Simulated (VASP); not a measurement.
# MoS2 in VASP: relaxation of the atoms with PBE+D3(BJ)

Aim: the relaxation of the atoms of MoS2 with PBE+D3(BJ).

Everything below comes from runs of VASP 6.6.1. Logs are shortened: lines on timing, memory, paths and dates and some standing lists are left out, and cuts for length are marked.

### 1 The cell of the first run

The cell holds a slab with vacuum, 3 atoms: a = 3.155 Å, b = 3.155 Å, c = 23.136 Å, α = 90.00°, β = 90.00°, γ = 120.00°.

### 2 Relaxation of the atoms, PBE+D3(BJ)

File INCAR:

```
SYSTEM = MoS2
PREC = Accurate ; ENCUT = 520
EDIFF = 1E-6 ; ISMEAR = 0
SIGMA = 0.05 ; LREAL = .FALSE.
LASPH = .TRUE. ; NELM = 80
ALGO = Normal ; ISIF = 2
LWAVE = .FALSE. ; LCHARG = .FALSE.
LDIPOL = .TRUE. ; IDIPOL = 3
DIPOL = 0.5 0.5 0.500 ; GGA = PE
IVDW = 12 ; IBRION = 2
NSW = 60 ; EDIFFG = -0.04
```

File KPOINTS:

```
regular mesh
0
G
  9 9 1
  0 0 0
```

File POSCAR:

```
MoS2
1.0
    3.1546411924      0.0000000000      0.0000000000
   -1.5773205962      2.7319994124      0.0000000000
    0.0000000000      0.0000000000     23.1355340030
S Mo
2 1
Direct
    0.3333333333      0.6666666667      0.4322355386
    0.3333333333      0.6666666667      0.5677644614
    0.0000000000      0.0000000000      0.5000000003
```

Potentials or basis: VASP PAW PBE potentials, release 64 (S, Mo_sv).

Launch:

```
cat potpaw_PBE.64/S/POTCAR potpaw_PBE.64/Mo_sv/POTCAR > POTCAR
mpirun -np 1 vasp_std > vasp.out
```

OUTCAR:

```text
SYSTEM = MoS2
   PREC = Accurate
   ENCUT = 520
   EDIFF = 1E-6
   ISMEAR = 0
   LREAL = .FALSE.
   LASPH = .TRUE.
   NELM = 80
   ISIF = 2
   GGA = PE
   IVDW = 12
   IBRION = 2
   NSW = 60
   EDIFFG = -0.04
 IVDW          = 12

 ion  position               nearest neighbor table
   1  0.333  0.667  0.432-   3 2.40   3 2.40   3 2.40
   2  0.333  0.667  0.568-   3 2.40   3 2.40   3 2.40
   3  0.000  0.000  0.500-   2 2.40   2 2.40   2 2.40   1 2.40   1 2.40   1 2.40

  LATTYP: Found a hexagonal cell.
 ALAT       =     3.1546411924
 C/A-ratio  =     7.3338083769

  Lattice vectors:

 A1 = (   3.1546411924,   0.0000000000,   0.0000000000)
 A2 = (  -1.5773205962,   2.7319994124,   0.0000000000)
 A3 = (   0.0000000000,   0.0000000000,  23.1355340030)

Analysis of symmetry for initial positions (statically):
=====================================================================
 Subroutine PRICEL returns:
 Original cell was already a primitive cell.

 Routine SETGRP: Setting up the symmetry group for a
 hexagonal supercell.

 Subroutine GETGRP returns: Found 12 space group operations
 (whereof 12 operations were pure point group operations)
 out of a pool of 24 trial point group operations.

The static configuration has the point symmetry D_3h.

Analysis of symmetry for dynamics (positions and initial velocities):
=====================================================================
 Subroutine PRICEL returns:
 Original cell was already a primitive cell.

 Routine SETGRP: Setting up the symmetry group for a
 hexagonal supercell.

 Subroutine GETGRP returns: Found 12 space group operations
 (whereof 12 operations were pure point group operations)
 out of a pool of 24 trial point group operations.

The dynamic configuration has the point symmetry D_3h.

 Subroutine INISYM returns: Found 12 space group operations
 (whereof 12 operations are pure point group operations),
 and found     1 'primitive' translations

----------------------------------------------------------------------------------------

                                     Primitive cell

  volume of cell :     199.3931

  direct lattice vectors                    reciprocal lattice vectors
     3.154641192  0.000000000  0.000000000     0.316993261  0.183016145  0.000000000
    -1.577320596  2.731999412  0.000000000     0.000000000  0.366032290  0.000000000
[... 82 lines left out ...]
   POTIM  = 0.5000    time-step for ionic-motion
   TEBEG  =    0.0;   TEEND  =   0.0 temperature during run
   PSTRESS=    0.0 pullay stress
   NELECT =      26.0000    total number of electrons
   NUPDOWN=      -1.0000    fix difference up-down
   EMIN   =  10.00;   EMAX   =-10.00  energy-range for DOS
   EFERMI =   0.00;   METHOD = LEGACY
   ISMEAR =     0;   SIGMA  =   0.05  broadening in eV -4-tet -1-fermi 0-gaus
   EFERMI_NEDOS =   21; number of points for ismear=-14 and -15
   IALGO  =     38    algorithm
   IMIX   =      4    mixing-type and parameters
     AMIX     =   0.40;   BMIX     =  1.00
     AMIX_MAG =   1.60;   BMIX_MAG =  1.00
  volume/ion in A,a.u.               =      66.46       448.52
  Fermi-wavevector in a.u.,A,eV,Ry     =   0.830161  1.568778  9.376701  0.689168
  Thomas-Fermi vector in A             =   1.942832
   LORBIT       =      0    0 simple, 1 ext, 2 COOP (PROOUT), +10 PAW based schemes
   GGA     = PE    functional components
   LHFCALC =     F    Hartree Fock is set to
   AEXX    =    0.0000 exact exchange contribution
   IVDW    =    12    specifies the selected vdW correction
   LEPSILON=     F    determine dielectric tensor
   LRPA    =     F    only Hartree local field effects (RPA)
 conjugate gradient relaxation of ions
 non-spin polarized calculation
 Gauss-broadening in eV      SIGMA  =   0.05
  energy-cutoff  :      520.00
  volume of cell :      199.39
 maximum number of plane-waves:      5396
 NGX is ok and might be reduce to    24
   NGX = 11   NGY = 11   NGZ = 87

 dipolmoment           0.000000      0.000000      0.000000 electrons x Angstroem

 number of electron      25.9999998 magnetization

 dipolmoment           0.000000      0.000000     -0.000000 electrons x Angstroem

 Free energy of the ion-electron system (eV)
  ---------------------------------------------------
  ext. energy  EPLUGINS =         0.00000000
  ---------------------------------------------------
  free energy    TOTEN  =       -21.84425187 eV

  energy without entropy =      -21.84425187  energy(sigma->0) =      -21.84425187

 E-fermi :  -2.1057     XC(G=0):  -3.3483

 val. band max:       -2.4761696341   @ k =   0.3333   0.3333   0.0000
 cond. band min:      -0.6965768841   @ k =   0.3333   0.3333   0.0000
 fundamental gap:      1.7795927501
 Fermi energy:        -2.1056718574

 k-point     1 :       0.0000    0.0000    0.0000
  band No.  band energies     occupation
      1     -63.3123      2.00000
      2     -37.4716      2.00000
      3     -37.2339      2.00000
      4     -37.2339      2.00000
      5     -16.6343      2.00000
      6     -15.3337      2.00000
[... 217 lines left out ...]
      4     -37.3791      2.00000
      5     -14.3951      2.00000
      6     -14.3706      2.00000
[... 9 lines left out ...]
     16       1.1437      0.00000
     17       2.5396      0.00000

------------------------ aborting loop because EDIFF is reached ----------------------------------------

 vacuum level on the upper side and lower side of the slab       (xc-potential included)        -0.012        -0.012

 Edisp (eV)   -0.95744

 E8    (eV) :    -0.4142

  FORCE on cell =-STRESS in cart. coord.  units (eV):
  Direction    XX          YY          ZZ          XY          YZ          ZX
  --------------------------------------------------------------------------------------
  -------------------------------------------------------------------------------------
  Total      -0.06759    -0.06759    -0.09536     0.00000     0.00000    -0.00000
  in kB      -0.54310    -0.54310    -0.76626     0.00000     0.00000    -0.00000
  external pressure =       -0.62 kB  Pullay stress =        0.00 kB

 VOLUME and BASIS-vectors are now :
 -----------------------------------------------------------------------------
  energy-cutoff  :      520.00
  volume of cell :      199.39
      direct lattice vectors                 reciprocal lattice vectors
     3.154641192  0.000000000  0.000000000     0.316993261  0.183016145  0.000000000
    -1.577320596  2.731999412  0.000000000     0.000000000  0.366032290  0.000000000
     0.000000000  0.000000000 23.135534003     0.000000000  0.000000000  0.043223554

 POSITION                                       TOTAL-FORCE (eV/Angst)
 -----------------------------------------------------------------------------------
     -0.00000      1.82133     10.00000         0.000000      0.000000      0.022130
     -0.00000      1.82133     13.13553        -0.000000      0.000000     -0.022130
      0.00000      0.00000     11.56777         0.000000      0.000000     -0.000000
 -----------------------------------------------------------------------------------
    total drift:                                0.000000     -0.000000     -0.000023

  FREE ENERGIE OF THE ION-ELECTRON SYSTEM (eV)
  ---------------------------------------------------
  free  energy   TOTEN  =       -22.8016926298 eV

  energy  without entropy=      -22.8016926298  energy(sigma->0) =      -22.80169263

 reached required accuracy - stopping structural energy minimisation

 vacuum level on the upper side and lower side of the slab         3.339         3.339
```

CONTCAR:

```text
MoS2
   1.00000000000000
     3.1546411924000002    0.0000000000000000    0.0000000000000000
    -1.5773205962000001    2.7319994124000000    0.0000000000000000
     0.0000000000000000    0.0000000000000000   23.1355340030000001
  S               Mo
     2     1
Direct
     0.3333333332999970    0.6666666667000030    0.4322355385999970
     0.3333333332999970    0.6666666667000030    0.5677644614000030
     0.0000000000000000    0.0000000000000000    0.5000000002999982

  0.00000000E+00  0.00000000E+00  0.00000000E+00
  0.00000000E+00  0.00000000E+00  0.00000000E+00
  0.00000000E+00  0.00000000E+00  0.00000000E+00
```

Wall time 37 s (1 thread of Intel Xeon Platinum 8559C (Emerald Rapids), shared host); peak memory 0.32 GiB.

Results:

```
Free energy                  : -22.8017 eV
Largest force after relaxing : 0.022 eV/Å
Band gap on the k mesh       : 1.78 eV
Dispersion energy per atom   : -0.319 eV
```

Forces on the atoms (eV/Å):
```
S    0.000  0.000  0.022
S    0.000  0.000 -0.022
Mo   0.000  0.000  0.000
```

Final structure:
```cif
data_structure
_symmetry_space_group_name_H-M 'P 1'
_symmetry_Int_Tables_number 1
_cell_length_a 3.1546
_cell_length_b 3.1546
_cell_length_c 23.1355
_cell_angle_alpha 90.000
_cell_angle_beta 90.000
_cell_angle_gamma 120.000
_cell_volume 199.39
loop_
_atom_site_label
_atom_site_type_symbol
_atom_site_fract_x
_atom_site_fract_y
_atom_site_fract_z
_atom_site_occupancy
S1 S 0.33333 0.66667 0.43224 1
S2 S 0.33333 0.66667 0.56776 1
Mo1 Mo 0.00000 0.00000 0.50000 1
```

Levels at points of the mesh, in eV from the valence-band top:
```tsv
k point	band 9	band 10	band 11	band 12	band 13	band 14	band 15	band 16	band 17
(0.00, 0.00, 0.00)	-2.57	-1.86	-1.45	-1.45	-0.09	2.84	2.84	3.07	3.07
```

Caveat: the relaxation stopped at its first step, so nothing moved.
